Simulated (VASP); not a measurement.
Write the native input for VASP 6.6.1 that does the following.

| Property | Result |
| --- | --- |
| Task | single point |
| Functional | PBEsol |
| Potentials or basis | VASP PAW PBE potentials, release 64 (Si) |
| Cutoff | 500 eV |
| k mesh | 8 × 8 × 8 |
| Occupations | gaussian, width 0.02 eV |
| Spin | no spin polarisation |
| Dipole correction | no |
| Further INCAR settings | ALGO = Normal; EDIFF = 1e-06; NBANDS = 11 |

The structure of Si lies in POSCAR:

```
Si
1.0
    0.0000000000      2.7169171382      2.7169171382
    2.7169171382      0.0000000000      2.7169171382
    2.7169171382      2.7169171382      0.0000000000
Si
2
Direct
    0.7500000000      0.7500000000      0.7500000000
    0.5000000000      0.5000000000      0.5000000000
```

These files were run (other wordings do the same):

INCAR

```
ALGO     = Normal         # electronic algorithm
EDIFF    = 1E-6           # SCF threshold, eV
ENCUT    = 500            # plane-wave cutoff, eV
GGA      = PS             # functional
GGA_COMPAT= False        
ISIF     = 2              # what is computed and relaxed
ISMEAR   = 0              # smearing method
LASPH    = True           # aspherical terms in the spheres
LCHARG   = True           # write CHGCAR
LELF     = True           # ELF
LREAL    = False          # projectors in reciprocal space
LVHAR    = True         
LWAVE    = False          # write WAVECAR
NBANDS   = 11             # bands
NELM     = 120            # most SCF steps
PREC     = Accurate       # precision mode
SIGMA    = 0.02           # smearing width, eV
```

KPOINTS

```
k-points
0
Gamma
  8 8 8
```

Potentials or basis: VASP PAW PBE potentials, release 64 (Si).

The run is started by

```bash
$ cat potpaw_PBE.64/Si/POTCAR > POTCAR
$ mpirun -np 1 vasp_std > vasp.out
```

Results of the run:

* Pressure: 0.1 GPa
* Band gap on the k mesh: 0.51 eV, indirect (least direct gap 2.52 eV)

Caveat: the PAW data sets were made with another functional, which shifts forces and pressure a little.

It used 17 s of CPU time on 1 thread of AMD EPYC 7R13 Processor (Zen 3), with other jobs on the host.
